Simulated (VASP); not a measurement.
# MgH2Ir2 (P6/mmm) in VASP: a series of runs, part 2 of 2

VASP 6.6.1. Earlier steps stand in the parts before.

## 3. Relaxation of cell and atoms, PBE

This run uses another cell than the first one, of 13.65 Å³/atom.

INCAR

```
SYSTEM = MgH2Ir2
  PREC = Accurate
  ENCUT = 600
  EDIFF = 1E-6
  ISMEAR = 0
  SIGMA = 0.1
  LREAL = .False.
  LASPH = .True.
  NELM = 80
  ALGO = Fast
  ISIF = 3
  LWAVE = .False.
  LCHARG = .False.
  GGA = PE
  IBRION = 2
  NSW = 90
  EDIFFG = -0.04
```

KPOINTS

```
regular mesh
0
Gamma
  6 6 4
  0 0 0
```

POSCAR

```
MgH2Ir2
1.0
    3.3749976400      0.0000000000      0.0000000000
   -1.6874988200      2.9228336900      0.0000000000
    0.0000000000      0.0000000000      6.9191293900
Mg H Ir
1 2 2
Direct
    0.0000000000      0.0000000000      0.5000000000
    0.3333333300      0.6666666700      0.0000000000
    0.6666666700      0.3333333300      0.0000000000
    0.0000000000      0.0000000000      0.7981457500
    0.0000000000      0.0000000000      0.2018542500
```

Potentials or basis: VASP PAW PBE potentials, release 64 (Mg, H, Ir).

On the command line:

```
$ cat potpaw_PBE.64/Mg/POTCAR potpaw_PBE.64/H/POTCAR potpaw_PBE.64/Ir/POTCAR > POTCAR
$ mpirun -np 1 vasp_std > vasp.out
```

OUTCAR:

```text
SYSTEM = MgH2Ir2
   PREC = Accurate
   ENCUT = 600
   EDIFF = 1E-6
   ISMEAR = 0
   LREAL = .False.
   LASPH = .True.
   NELM = 80
   ISIF = 3
   GGA = PE
   IBRION = 2
   NSW = 90
   EDIFFG = -0.04

 ion  position               nearest neighbor table
   1  0.000  0.000  0.500-   4 2.06   5 2.06
   2  0.333  0.667  0.000-
   3  0.667  0.333  0.000-
   4  0.000  0.000  0.798-   1 2.06   5 2.79
   5  0.000  0.000  0.202-   1 2.06   4 2.79

  LATTYP: Found a hexagonal cell.
 ALAT       =     3.3749976400
 C/A-ratio  =     2.0501138454

  Lattice vectors:

 A1 = (   3.3749976400,   0.0000000000,   0.0000000000)
 A2 = (  -1.6874988200,   2.9228336900,   0.0000000000)
 A3 = (   0.0000000000,   0.0000000000,   6.9191293900)

[... 681 lines left out ...]
--------------------------------------- Ionic step       14  -------------------------------------------

 number of electron      22.0000002 magnetization

------------------------ aborting loop because EDIFF is reached ----------------------------------------
[... 73 lines left out ...]
--------------------------------------- Ionic step       16  -------------------------------------------

 number of electron      22.0000002 magnetization

 Free energy of the ion-electron system (eV)
  ---------------------------------------------------
  ext. energy  EPLUGINS =         0.00000000
  ---------------------------------------------------
  free energy    TOTEN  =       -22.91512850 eV

  energy without entropy =      -22.88083741  energy(sigma->0) =      -22.89798296

 E-fermi :   6.4185     XC(G=0): -11.7743

 val. band max:        6.3756058053   @ k =   0.3333   0.0000   0.5000
 cond. band min:       6.4307780248   @ k =   0.5000   0.0000   0.5000
 fundamental gap:      0.0551722196
 Fermi energy:         6.4184942148

 k-point     1 :       0.0000    0.0000    0.0000
  band No.  band energies     occupation
      1      -5.9280      2.00000
      2      -0.8820      2.00000
      3      -0.1966      2.00000
      4       1.2536      2.00000
      5       3.4544      2.00000
      6       3.7185      2.00000
      7       3.7185      2.00000
      8       3.9509      2.00000
      9       3.9509      2.00000
     10       5.7398      2.00000
     11       5.7398      2.00000
     12       6.5467      0.06986
     13       6.5467      0.06986
     14       8.3284      0.00000
[... 391 lines left out ...]
  FREE ENERGIE OF THE ION-ELECTRON SYSTEM (eV)
  ---------------------------------------------------
  free  energy   TOTEN  =       -22.9151284968 eV

  energy  without entropy=      -22.8808374149  energy(sigma->0) =      -22.89798296

 reached required accuracy - stopping structural energy minimisation
```

CONTCAR:

```text
MgH2Ir2
   1.00000000000000
     2.8184592236102253    0.0000000000000000    0.0000000000000000
    -1.4092296118051126    2.4408572850696402    0.0000000000000000
     0.0000000000000000   -0.0000000000000000    7.9815475510685134
  Mg              H               Ir
     1     2     2
Direct
     1.0000000000000000    1.0000000000000000    0.5000000000000000
     0.3333333300000021    0.6666666699999979    0.0000000000000000
     0.6666666699999979    0.3333333300000021    1.0000000000000000
     1.0000000000000000    1.0000000000000000    0.8188702456917407
     0.0000000000000000    0.0000000000000000    0.1811297543082592

  0.00000000E+00  0.00000000E+00  0.00000000E+00
  0.00000000E+00  0.00000000E+00  0.00000000E+00
  0.00000000E+00  0.00000000E+00  0.00000000E+00
  0.00000000E+00  0.00000000E+00  0.00000000E+00
  0.00000000E+00  0.00000000E+00  0.00000000E+00
```

It took 8.7 min on 1 thread of Oxide Virtual Turin-like, shared host; peak memory 0.2 GiB.

Results:

- Free energy: -22.9151 eV
- Relaxed volume: 10.98 Å³/atom
- Relaxed cell: a = 2.818 Å, b = 2.818 Å, c = 7.982 Å, α = 90.00°, β = 90.00°, γ = 120.00°
- Space group after relaxing (to 0.1 Å): P6/mmm (No. 191)
- Energy gained by relaxing: 1041.2 meV/atom
- Ionic steps: 16
- Pressure after relaxing: -0.1 GPa
- Largest force after relaxing: 0.005 eV/Å
- Band gap on the k mesh: zero (bands 11 and 12 overlap by 3.00 eV)

Forces on the atoms (eV/Å):
```
Mg   0.000  0.000  0.000
H    0.000  0.000  0.000
H    0.000  0.000  0.000
Ir   0.000  0.000  0.005
Ir   0.000  0.000 -0.005
```

The path:
| step | energy change (eV) | largest force (eV/Å) | pressure (GPa) | volume (Å³) |
| --- | --- | --- | --- | --- |
| 1 | 0.0000 | 7.5392 | -0.02 | 68.25 |
| 2 | -4.3144 | 1.8177 | -9.09 | 65.53 |
| 3 | -4.2547 | 1.1668 | -13.92 | 66.49 |
| 4 | -4.3038 | 1.5351 | -11.61 | 66.00 |
| 5 | -4.8427 | 1.8157 | 2.78 | 57.33 |
| 6 | -4.8436 | 1.8055 | 2.23 | 57.55 |
| 7 | -5.0538 | 0.5670 | -2.38 | 57.12 |
| 8 | -5.0875 | 0.1524 | -3.63 | 56.92 |
| 9 | -5.0910 | 0.0069 | -4.02 | 56.83 |
| 10 | -5.1870 | 0.1542 | 2.36 | 54.02 |
| 11 | -5.1872 | 0.1381 | 2.04 | 54.13 |
| 12 | -5.2022 | 0.2087 | -0.75 | 54.99 |
| 13 | -5.2029 | 0.1938 | -0.38 | 54.84 |
| 14 | -5.2054 | 0.0566 | 0.39 | 54.70 |
| 15 | -5.2054 | 0.0339 | 0.43 | 54.68 |
| 16 | -5.2059 | 0.0049 | -0.06 | 54.91 |

Final structure:
```
CELL_PARAMETERS angstrom
2.81846 0.00000 0.00000
-1.40923 2.44086 0.00000
0.00000 0.00000 7.98155
ATOMIC_POSITIONS crystal
Mg 0.00000 0.00000 0.50000
H 0.33333 0.66667 0.00000
H 0.66667 0.33333 0.00000
Ir 0.00000 0.00000 0.81887
Ir 0.00000 0.00000 0.18113
```

Caveat: the volume moved by over 15 % at a fixed basis, so the end points are rough; spin-orbit coupling is left out, which moves the levels of the heavy elements.

## 4. Single point, PBE, collinear spin

This run uses another cell than the first one, of 10.92 Å³/atom.

INCAR

```
SYSTEM = MgH2Ir2
PREC = Accurate
ENCUT = 520
EDIFF = 1E-6
ISMEAR = 0
SIGMA = 0.1
LREAL = .False.
LASPH = .True.
NELM = 150
ALGO = Fast
ISIF = 2
LWAVE = .False.
LCHARG = .True.
ISPIN = 2
MAGMOM = 0 0 0 0.29 0.29
LORBIT = 11
LMAXMIX = 4
GGA = PE
LELF = .True.
LVHAR = .True.
NBANDS = 23
```

KPOINTS

```
regular mesh
0
Gamma
  18 18 6
  0 0 0
```

POSCAR

```
MgH2Ir2
1.0
    2.8016328557      0.0000000000      0.0000000000
   -1.4008164279      2.4262852251      0.0000000000
    0.0000000000      0.0000000000      8.0312457997
Mg H Ir
1 2 2
Direct
    0.0000000000      0.0000000000      0.5000000000
    0.3333333333      0.6666666667      0.0000000000
    0.6666666667      0.3333333333      0.0000000000
    0.0000000000      0.0000000000      0.8189514626
    0.0000000000      0.0000000000      0.1810485374
```

Potentials or basis: VASP PAW PBE potentials, release 64 (Mg, H, Ir).

On the command line:

```
$ cat potpaw_PBE.64/Mg/POTCAR potpaw_PBE.64/H/POTCAR potpaw_PBE.64/Ir/POTCAR > POTCAR
$ mpirun -np 1 vasp_std > vasp.out
```

OUTCAR:

```text
SYSTEM = MgH2Ir2
   PREC = Accurate
   ENCUT = 520
   EDIFF = 1E-6
   ISMEAR = 0
   LREAL = .False.
   LASPH = .True.
   NELM = 150
   ISIF = 2
   ISPIN = 2
   LORBIT = 11
   GGA = PE

 ion  position               nearest neighbor table
   1  0.000  0.000  0.500-   4 2.56   5 2.56
   2  0.333  0.667  0.000-
   3  0.667  0.333  0.000-
   4  0.000  0.000  0.819-   1 2.56   5 2.91
   5  0.000  0.000  0.181-   1 2.56   4 2.91

  LATTYP: Found a hexagonal cell.
 ALAT       =     2.8016328557
 C/A-ratio  =     2.8666303593

  Lattice vectors:

 A1 = (   2.8016328557,   0.0000000000,   0.0000000000)
 A2 = (  -1.4008164279,   2.4262852251,   0.0000000000)
 A3 = (   0.0000000000,   0.0000000000,   8.0312457997)

Analysis of symmetry for initial positions (statically):
=====================================================================
 Subroutine PRICEL returns:
 Original cell was already a primitive cell.

 Routine SETGRP: Setting up the symmetry group for a
 hexagonal supercell.

 Subroutine GETGRP returns: Found 24 space group operations
 (whereof 24 operations were pure point group operations)
 out of a pool of 24 trial point group operations.

The static configuration has the point symmetry D_6h.

Analysis of symmetry for dynamics (positions and initial velocities):
=====================================================================
 Subroutine PRICEL returns:
 Original cell was already a primitive cell.

 Routine SETGRP: Setting up the symmetry group for a
 hexagonal supercell.

 Subroutine GETGRP returns: Found 24 space group operations
 (whereof 24 operations were pure point group operations)
 out of a pool of 24 trial point group operations.

The dynamic configuration has the point symmetry D_6h.

Analysis of structural, dynamic, and magnetic symmetry:
=====================================================================
 Subroutine PRICEL returns:
[... 171 lines left out ...]
 fundamental gap:      0.0016205188
 Fermi energy:         6.4786902944

 spin component 1

 k-point     1 :       0.0000    0.0000    0.0000
  band No.  band energies     occupation
      1      -5.9579      1.00000
      2      -0.9403      1.00000
      3      -0.1668      1.00000
      4       1.1997      1.00000
      5       3.4418      1.00000
      6       3.7252      1.00000
[... 613 lines left out ...]
     22      17.9049      0.00000
     23      19.4934      0.00000

 [... further k-points ...]

 spin component 2

 k-point     1 :       0.0000    0.0000    0.0000
  band No.  band energies     occupation
      1      -5.9579      1.00000
      2      -0.9404      1.00000
      3      -0.1668      1.00000
      4       1.1996      1.00000
      5       3.4417      1.00000
      6       3.7252      1.00000
[... 613 lines left out ...]
     22      17.9048      0.00000
     23      19.4933      0.00000

 [... further k-points ...]

------------------------ aborting loop because EDIFF is reached ----------------------------------------

  FORCE on cell =-STRESS in cart. coord.  units (eV):
  Direction    XX          YY          ZZ          XY          YZ          ZX
  --------------------------------------------------------------------------------------
  -------------------------------------------------------------------------------------
  Total        0.0947253      0.0947253     -0.0277365     -0.0000000     -0.0000000     -0.0000000
  in kB        2.7799738      2.7799738     -0.8140044     -0.0000000     -0.0000000     -0.0000000
  external PRESSURE =       1.5819811 kB  Pullay stress =       0.0000000 kB

 VOLUME and BASIS-vectors are now :
 -----------------------------------------------------------------------------
  energy-cutoff  :      520.00
  volume of cell :       54.59
      direct lattice vectors                 reciprocal lattice vectors
     2.801632856  0.000000000  0.000000000     0.356934706  0.206076349  0.000000000
    -1.400816428  2.426285225  0.000000000     0.000000000  0.412152697  0.000000000
     0.000000000  0.000000000  8.031245800     0.000000000  0.000000000  0.124513684

 POSITION                                       TOTAL-FORCE (eV/Angst)
 -----------------------------------------------------------------------------------
      0.00000      0.00000      4.01562         0.000000     -0.000000      0.000000
     -0.00000      1.61752      0.00000         0.000000     -0.000000      0.000000
      1.40082      0.80876      0.00000        -0.000000     -0.000000      0.000000
      0.00000      0.00000      6.57720         0.000000      0.000000     -0.033247
      0.00000      0.00000      1.45405         0.000000     -0.000000      0.033247
 -----------------------------------------------------------------------------------
    total drift:                               -0.000000     -0.000000      0.000000

  FREE ENERGIE OF THE ION-ELECTRON SYSTEM (eV)
  ---------------------------------------------------
  free  energy   TOTEN  =       -23.0344047354 eV

  energy  without entropy=      -23.0182672059  energy(sigma->0) =      -23.02633597

 total charge

# of ion       s       p       d       tot
------------------------------------------
    1        0.259   0.160   0.029   0.448
    2        0.392   0.035   0.000   0.428
    3        0.392   0.035   0.000   0.428
    4        0.602   0.526   7.085   8.214
    5        0.602   0.526   7.085   8.214
--------------------------------------------------
tot          2.248   1.284  14.200  17.732

 magnetization (x)

# of ion       s       p       d       tot
------------------------------------------
    1        0.000   0.000  -0.000   0.000
    2        0.000  -0.000   0.000   0.000
    3        0.000  -0.000   0.000   0.000
    4       -0.000  -0.000  -0.000  -0.000
    5       -0.000  -0.000  -0.000  -0.000
--------------------------------------------------
tot         -0.000  -0.000  -0.000  -0.000
```

OSZICAR:

```text
N       E                     dE             d eps       ncg     rms          rms(c)
DAV:   1     0.141001475474E+03    0.14100E+03   -0.89512E+03 13616   0.857E+02
DAV:   2    -0.178685486971E+02   -0.15887E+03   -0.13973E+03 13658   0.234E+02
DAV:   3    -0.240261050448E+02   -0.61576E+01   -0.60479E+01 17394   0.520E+01
DAV:   4    -0.241008334597E+02   -0.74728E-01   -0.74686E-01 15143   0.529E+00
DAV:   5    -0.241027613604E+02   -0.19279E-02   -0.19279E-02 17047   0.896E-01    0.158E+01
RMM:   6    -0.232255562675E+02    0.87721E+00   -0.15645E+00 14175   0.956E+00    0.673E+00
RMM:   7    -0.230760306311E+02    0.14953E+00   -0.12564E-01 14112   0.315E+00    0.347E+00
RMM:   8    -0.230346634619E+02    0.41367E-01   -0.12510E-01 14669   0.235E+00    0.797E-01
RMM:   9    -0.230348646573E+02   -0.20120E-03   -0.17404E-02 15361   0.102E+00    0.158E-01
RMM:  10    -0.230345448195E+02    0.31984E-03   -0.29345E-03 15669   0.304E-01    0.143E-01
RMM:  11    -0.230343891949E+02    0.15562E-03   -0.83421E-04 15593   0.261E-01    0.364E-02
RMM:  12    -0.230344064004E+02   -0.17206E-04   -0.20019E-04 15805   0.715E-02    0.300E-02
RMM:  13    -0.230344040639E+02    0.23365E-05   -0.30723E-05 15554   0.345E-02    0.139E-02
RMM:  14    -0.230344047354E+02   -0.67146E-06   -0.74522E-06 15080   0.220E-02
   1 F= -.23034405E+02 E0= -.23026336E+02  d E =-.161375E-01  mag=    -0.0001
```

Run time: 9.5 min. Hardware: 1 thread of Oxide Virtual Turin-like, shared host; peak memory 0.4 GiB.

Results:

| Quantity | Value |
| --- | --- |
| Free energy | -23.0344 eV |
| Pressure | 0.2 GPa |
| Largest force | 0.033 eV/Å |
| Band gap on the k mesh | zero (filled and empty bands overlap) |
| Net moment | 0.00 μB per cell |
| Valence electrons inside the program's atomic spheres | Mg 0.45; H 0.43; Ir 8.21 |

Forces on the atoms (eV/Å):
```
Mg   0.000  0.000  0.000
H    0.000  0.000  0.000
H    0.000  0.000  0.000
Ir   0.000  0.000 -0.033
Ir   0.000  0.000  0.033
```

Stress tensor (GPa, compression positive):
```
 0.28  0.00  0.00
 0.00  0.28  0.00
 0.00  0.00 -0.08
```

Levels at points of the mesh, in eV from the Fermi level:
Spin up:
```tsv
k point	band 7	band 8	band 9	band 10	band 11	band 12	band 13	band 14	band 15	band 16
(0.00, 0.00, 0.00)	-2.75	-2.53	-2.53	-0.63	-0.63	0.14	0.14	1.81	4.38	5.24
(0.50, 0.00, 0.00)	-1.64	-0.78	-0.56	-0.39	1.25	1.31	1.57	1.99	3.06	5.15
(0.00, 0.00, 0.50)	-2.75	-2.54	-2.54	-0.64	-0.64	0.14	0.14	0.95	5.23	6.87
(0.50, 0.00, 0.50)	-1.64	-1.64	-0.57	-0.01	0.71	1.25	1.31	2.75	3.43	5.10
```
Spin down:
```csv
k point,band 9,band 10,band 11,band 12,band 13,band 14
"(0.00, 0.00, 0.00)",-2.53,-0.63,-0.63,0.14,0.14,1.81
"(0.50, 0.00, 0.00)",-0.56,-0.39,1.25,1.31,1.57,1.99
"(0.00, 0.00, 0.50)",-2.54,-0.64,-0.64,0.14,0.14,0.95
"(0.50, 0.00, 0.50)",-0.57,-0.01,0.71,1.25,1.31,2.75
```

Caveat: spin-orbit coupling is left out, which moves the levels of the heavy elements.

## 5. Overview

```tsv
task	spin	cell	k mesh	cutoff (eV)	gap on the mesh (eV)	pressure (GPa)	moment (μB)	largest force (eV/Å)
single point	collinear	a = 2.815, b = 2.815, c = 7.990 Å, angles 90.0, 90.0, 120.0°, 5 atoms, atomic positions A	6 × 6 × 2	520	none	0.2	0.75	0.11
relaxation of cell and atoms	off	relaxed from a = 3.375, b = 3.375, c = 6.919 Å, angles 90.0, 90.0, 120.0°, 5 atoms, atomic positions B	6 × 6 × 4	600	none	-0.1	-	-
single point	collinear	a = 2.802, b = 2.802, c = 8.031 Å, angles 90.0, 90.0, 120.0°, 5 atoms, atomic positions C	18 × 18 × 6	520	none	0.2	0.00	0.03
```

Alike in all rows: level PBE; potentials or basis VASP PAW PBE potentials, release 64 (Mg, H, Ir); smearing gaussian 0.1 eV.

Caveats: some runs use coarse meshes; spin-orbit coupling is left out, which moves the levels of the heavy elements; a moment this small can come from the mesh or the smearing (at least some runs); the volume moved by over 15 % at a fixed basis, so the end points are rough (at least some runs).

Absolute energies hang on the potentials; compare differences alone.

The gap in the log of VASP goes by the Fermi energy; the results here count the filled bands.